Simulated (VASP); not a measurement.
# Sn2HO2 in VASP: single point with PBE+D3(BJ)

Aim: the single point of Sn2HO2 with PBE+D3(BJ).

All numbers are computed with VASP 6.6.1; they aren't measurements. Logs are shortened: lines on timing, memory, paths and dates and some standing lists are left out, and cuts for length are marked.

## (1) The cell of the first run

The cell holds a slab with vacuum, 5 atoms: a = 3.820 Å, b = 3.820 Å, c = 17.863 Å, α = 90.00°, β = 90.00°, γ = 90.00°.

## (2) Single point, PBE+D3(BJ), collinear spin

Input file INCAR:

```
  PREC = Accurate
  ENCUT = 520
  EDIFF = 1E-6
  ISMEAR = 0
  SIGMA = 0.05
  LREAL = False
  LASPH = True
  NELM = 150
  ALGO = Normal
  ISIF = 2
  LWAVE = False
  LCHARG = False
  ISPIN = 2
  MAGMOM = 0 0 0 0 1
  LORBIT = 11
  LDIPOL = True
  IDIPOL = 3
  DIPOL = 0.5 0.5 0.314
  GGA = PE
  IVDW = 12
  NBANDS = 32
```

Input file KPOINTS:

```
Automatic mesh
0
Gamma
  7 7 1
```

Input file POSCAR:

```
Sn2HO2
1.0
    3.8201526293      0.0003049820      0.0000000000
   -0.0003049820      3.8201526293      0.0000000000
    0.0000000000      0.0000000000     17.8630377374
Sn O H
2 2 1
Direct
    0.9999452828      0.9999456088      0.2239260790
    0.4999452828      0.4999456088      0.3562125228
    0.9999460977      0.4999456088      0.2900693009
    0.4999460977      0.9999456088      0.2900693009
    0.8749452828      0.9999456088      0.4118486306
```

Potentials or basis: VASP PAW PBE potentials, release 64 (Sn_d, O, H).

The run is started by

```sh
> cat potpaw_PBE.64/Sn_d/POTCAR potpaw_PBE.64/O/POTCAR potpaw_PBE.64/H/POTCAR > POTCAR
> mpirun -np 1 vasp_std > vasp.out
```

OUTCAR:

```text
PREC = Accurate
   ENCUT = 520
   EDIFF = 1E-6
   ISMEAR = 0
   LREAL = False
   LASPH = True
   NELM = 150
   ISIF = 2
   ISPIN = 2
   LORBIT = 11
   GGA = PE
   IVDW = 12
 IVDW          = 12

 ion  position               nearest neighbor table
   1  1.000  1.000  0.224-   4 2.25   3 2.25   3 2.25   4 2.25   2 3.59   2 3.59   2 3.59   2 3.59

   2  0.500  0.500  0.356-   3 2.25   4 2.25   4 2.25   3 2.25   1 3.59   1 3.59   1 3.59   1 3.59

   3  1.000  0.500  0.290-   2 2.25   1 2.25   1 2.25   2 2.25
   4  0.500  1.000  0.290-   1 2.25   2 2.25   2 2.25   1 2.25
   5  0.875  1.000  0.412-

  LATTYP: Found a simple tetragonal cell.
 ALAT       =     3.8201526415
 C/A-ratio  =     4.6760010434

  Lattice vectors:

 A1 = (   3.8201526293,   0.0003049820,   0.0000000000)
 A2 = (  -0.0003049820,   3.8201526293,   0.0000000000)
 A3 = (   0.0000000000,   0.0000000000,  17.8630377374)

Analysis of symmetry for initial positions (statically):
=====================================================================
 Subroutine PRICEL returns:
 Original cell was already a primitive cell.

 Routine SETGRP: Setting up the symmetry group for a
 simple tetragonal supercell.

 Subroutine GETGRP returns: Found  2 space group operations
 (whereof  1 operations were pure point group operations)
 out of a pool of 16 trial point group operations.

The static configuration has the point symmetry C_1 .
 The point group associated with its full space group is C_1h.

Analysis of symmetry for dynamics (positions and initial velocities):
=====================================================================
 Subroutine PRICEL returns:
 Original cell was already a primitive cell.

 Routine SETGRP: Setting up the symmetry group for a
 simple tetragonal supercell.

 Subroutine GETGRP returns: Found  2 space group operations
 (whereof  1 operations were pure point group operations)
 out of a pool of 16 trial point group operations.

The dynamic configuration has the point symmetry C_1 .
 The point group associated with its full space group is C_1h.

Analysis of structural, dynamic, and magnetic symmetry:
=====================================================================
 Subroutine PRICEL returns:
 Original cell was already a primitive cell.

 Routine SETGRP: Setting up the symmetry group for a
 simple tetragonal supercell.

 Subroutine GETGRP returns: Found  2 space group operations
 (whereof  1 operations were pure point group operations)
[... 137 lines left out ...]

 dipolmoment           0.000000      0.000000     -0.001708 electrons x Angstroem

 number of electron      40.9999984 magnetization       0.1335739

 dipolmoment           0.000000      0.000000      0.081150 electrons x Angstroem

 Free energy of the ion-electron system (eV)
  ---------------------------------------------------
  ext. energy  EPLUGINS =         0.00000000
  ---------------------------------------------------
  free energy    TOTEN  =       -24.02871556 eV

  energy without entropy =      -24.02716505  energy(sigma->0) =      -24.02794031

 E-fermi :  -2.1007     XC(G=0):  -3.6932

 val. band max:       -2.1244883157   @ k =   0.4286   0.1429   0.0000
 cond. band min:      -2.0566182955   @ k =   0.4286  -0.0000   0.0000
 fundamental gap:      0.0678700203
 Fermi energy:        -2.1006662215

 spin component 1

 k-point     1 :       0.0000    0.0000    0.0000
  band No.  band energies     occupation
      1     -23.3545      1.00000
      2     -23.0825      1.00000
      3     -23.0690      1.00000
      4     -23.0639      1.00000
      5     -23.0160      1.00000
      6     -22.9387      1.00000
[... 549 lines left out ...]
     31       7.1116      0.00000
     32       7.3490      0.00000
 Fermi energy:        -2.1006662215

 spin component 2

 k-point     1 :       0.0000    0.0000    0.0000
  band No.  band energies     occupation
      1     -23.3487      1.00000
      2     -23.0742      1.00000
      3     -23.0609      1.00000
      4     -23.0561      1.00000
      5     -23.0095      1.00000
      6     -22.9369      1.00000
[... 549 lines left out ...]
     31       7.1185      0.00000
     32       7.3487      0.00000

------------------------ aborting loop because EDIFF is reached ----------------------------------------

 vacuum level on the upper side and lower side of the slab       (xc-potential included)         0.491        -0.487

 Edisp (eV)   -0.65520

 E8    (eV) :    -0.2825

  FORCE on cell =-STRESS in cart. coord.  units (eV):
  Direction    XX          YY          ZZ          XY          YZ          ZX
  --------------------------------------------------------------------------------------
  -------------------------------------------------------------------------------------
  Total      -2.51517    -3.14127     0.34310     0.00005    -0.00001    -0.10815
  in kB     -15.45829   -19.30632     2.10872     0.00031    -0.00005    -0.66470
  external pressure =      -10.89 kB  Pullay stress =        0.00 kB

 VOLUME and BASIS-vectors are now :
 -----------------------------------------------------------------------------
  energy-cutoff  :      520.00
  volume of cell :      260.69
      direct lattice vectors                 reciprocal lattice vectors
     3.820152629  0.000304982  0.000000000     0.261769644  0.000020898  0.000000000
    -0.000304982  3.820152629  0.000000000    -0.000020898  0.261769644  0.000000000
     0.000000000  0.000000000 17.863037737     0.000000000  0.000000000  0.055981520

 POSITION                                       TOTAL-FORCE (eV/Angst)
 -----------------------------------------------------------------------------------
      3.81964      3.82025      4.00000         0.038446      0.000003      0.155074
      1.90971      1.91002      6.36304         0.612359      0.000049      0.482618
      3.81979      1.91017      5.18152         0.051957      0.000004     -0.179430
      1.90957      3.82010      5.18152        -0.341518     -0.000027     -0.474478
      3.34212      3.82021      7.35687        -0.361244     -0.000029      0.016216
 -----------------------------------------------------------------------------------
    total drift:                               -0.000059     -0.000001      0.001083

  FREE ENERGIE OF THE ION-ELECTRON SYSTEM (eV)
  ---------------------------------------------------
  free  energy   TOTEN  =       -24.6839203554 eV

  energy  without entropy=      -24.6823698384  energy(sigma->0) =      -24.68314510

 vacuum level on the upper side and lower side of the slab         3.699         2.691

 total charge

# of ion       s       p       d       tot
------------------------------------------
    1        1.275   0.769  10.054  12.099
    2        1.172   0.743  10.070  11.985
    3        1.578   3.419   0.000   4.997
    4        1.578   3.423   0.000   5.001
    5        0.419   0.002   0.000   0.420
--------------------------------------------------
tot          6.021   8.356  20.124  34.501

 magnetization (x)

# of ion       s       p       d       tot
------------------------------------------
    1        0.000  -0.000   0.000   0.000
    2        0.018   0.006   0.001   0.025
    3        0.000   0.011   0.000   0.011
    4       -0.000   0.004   0.000   0.003
    5        0.032   0.000   0.000   0.032
--------------------------------------------------
tot          0.050   0.020   0.001   0.072
```

stdout:

```text
POSCAR found type information on POSCAR SnO H
 POSCAR found :  3 types and       5 ions
 scaLAPACK will be used
 LDA part: xc-table for (Slater+PW92), standard interpolation
 POSCAR, INCAR and KPOINTS ok, starting setup
 FFT: planning ... GRIDC
 FFT: planning ... GRID_SOFT
 FFT: planning ... GRID
 WAVECAR not read
 entering main loop
```

It took 7.7 min on 1 thread of Intel Xeon Platinum 8488C (Sapphire Rapids), shared host; peak memory 0.51 GiB.

What came out:

```yaml
Free_energy: -24.6839 eV
Largest_force: 0.780 eV/Å
Net_moment: 0.13 μB per cell
Site_moments: Sn +0.00, +0.03; O +0.01, +0.00; H +0.03 μB
Valence_electrons_inside_the_program's_atomic_spheres: Sn 12.10, 11.98; O 5.00; H 0.42
Dispersion_energy_per_atom: -0.131 eV
```

Forces in eV/Å, atoms in the order of the input:
```
Sn   0.038  0.000  0.155
Sn   0.612  0.000  0.483
O    0.052  0.000 -0.179
O   -0.342  0.000 -0.474
H   -0.361  0.000  0.016
```

Levels at points of the mesh, in eV from the Fermi level:
Spin up:
| k point | band 17 | band 18 | band 19 | band 20 | band 21 | band 22 | band 23 | band 24 |
| --- | --- | --- | --- | --- | --- | --- | --- | --- |
| (0.00, 0.00, 0.00) | -2.62 | -2.24 | -2.23 | -1.11 | 0.88 | 2.59 | 3.91 | 4.79 |
Spin down:
```tsv
k point	band 16	band 17	band 18	band 19	band 20	band 21	band 22	band 23	band 24	band 25
(0.00, 0.00, 0.00)	-4.60	-2.61	-2.22	-2.22	-1.04	1.01	2.60	3.99	4.80	5.01
```

Caveat: spin-orbit coupling is left out, which moves the levels of the heavy elements.
